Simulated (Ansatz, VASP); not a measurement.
**SiNi2 in VASP and in Ansatz**

File INCAR:

```
PREC = Accurate
ENCUT = 520
EDIFF = 1E-6
ISMEAR = -1
SIGMA = 0.05
LREAL = False
LASPH = True
NELM = 150
ALGO = Fast
ISIF = 2
LWAVE = False
LCHARG = True
ISPIN = 2
MAGMOM = 1 1 1 1 0 0
LORBIT = 11
LMAXMIX = 4
GGA = B5
ALDAX = 1.0
AGGAX = 1.0
AGGAC = 1.0
ALDAC = 0.0
LELF = True
LVHAR = True
NBANDS = 37
```

Contents of KPOINTS:

```
Automatic mesh
0
Gamma
  8 8 6
```

File POSCAR:

```
SiNi2
1.0
    3.8360000000      0.0000000000      0.0000000000
   -1.9180000000      3.3220734489      0.0000000000
    0.0000000000      0.0000000000      4.9480000000
Ni Si
4 2
Direct
    0.6666666667      0.3333333333      0.7500000000
    0.3333333333      0.6666666667      0.2500000000
    0.0000000000      0.0000000000      0.5000000000
    0.0000000000      0.0000000000      0.0000000000
    0.6666666667      0.3333333333      0.2500000000
    0.3333333333      0.6666666667      0.7500000000
```

Contents of input.yaml:

```yaml
crystal:
  lattice:
    - [3.836, 0.0, 0.0]
    - [-1.918, 3.3220734489, 0.0]
    - [0.0, 0.0, 4.948]
  atoms:
    - { symbol: Ni, position: [0.6666666667, 0.3333333333, 0.75], spin: 1.0 }
    - { symbol: Ni, position: [0.3333333333, 0.6666666667, 0.25], spin: 1.0 }
    - { symbol: Ni, position: [0.0, 0.0, 0.5], spin: 1.0 }
    - { symbol: Ni, position: [0.0, 0.0, 0.0], spin: 1.0 }
    - { symbol: Si, position: [0.6666666667, 0.3333333333, 0.25] }
    - { symbol: Si, position: [0.3333333333, 0.6666666667, 0.75] }
hamiltonian:
  xc: blyp
  pseudopotentials: { kind: paw }
magnetization:
  spin_polarized: true
kpoints:
  mp_grid: { grid: [8, 8, 6] }
  band_path:
    path:
      - [[0.0, 0.0, 0.0], [0.5, 0.0, 0.0], [0.3333333333, 0.3333333333, 0.0], [0.0, 0.0, 0.0], [0.0, 0.0, 0.5], [0.5, 0.0, 0.5], [0.3333333333, 0.3333333333, 0.5], [0.0, 0.0, 0.5]]
      - [[0.5, 0.0, 0.5], [0.5, 0.0, 0.0]]
      - [[0.3333333333, 0.3333333333, 0.0], [0.3333333333, 0.3333333333, 0.5]]
    npoints: 14
scf:
  occupations: { method: fermi_dirac, width: 0.05 }
  n_extra_bands: 15
output:
  forces: true
  stress: true
  eigenvalues: true
  fatbands: true
```

Alike in both runs: functional BLYP; k mesh 8 × 8 × 6; occupations fermi-dirac, width 0.05 eV; collinear spin.

|  | VASP | Ansatz |
| --- | --- | --- |
| version | VASP 6.6.1 | Ansatz 0.2.0 |
| potentials or method | VASP PAW PBE potentials, release 64 (Ni, Si) | Ansatz PAW |
| plane-wave cutoff (eV) | 520 | 420 |
| valence electrons in the cell | 48 | 80 |
| task | single point | band structure |

Ansatz gave:

* gap on the k mesh at the Fermi level (eV): none
* pressure (GPa): 21.1
* traceless stress, the component that is largest in VASP (GPa): -1.99
* net moment per atom (μB): 0.00

Which values does VASP return?

gap on the k mesh at the Fermi level (eV): none; pressure (GPa): 21.8; traceless stress, the component that is largest in VASP (GPa): -2.23; net moment per atom (μB): 0.00.

VASP's potentials were made for PBE, not for BLYP. A gap of «none» marks a metal or a gap that the smearing closes. VASP's potentials hold 48 valence electrons a cell and Ansatz's 80, so a difference there can come from the potentials and not from the codes.
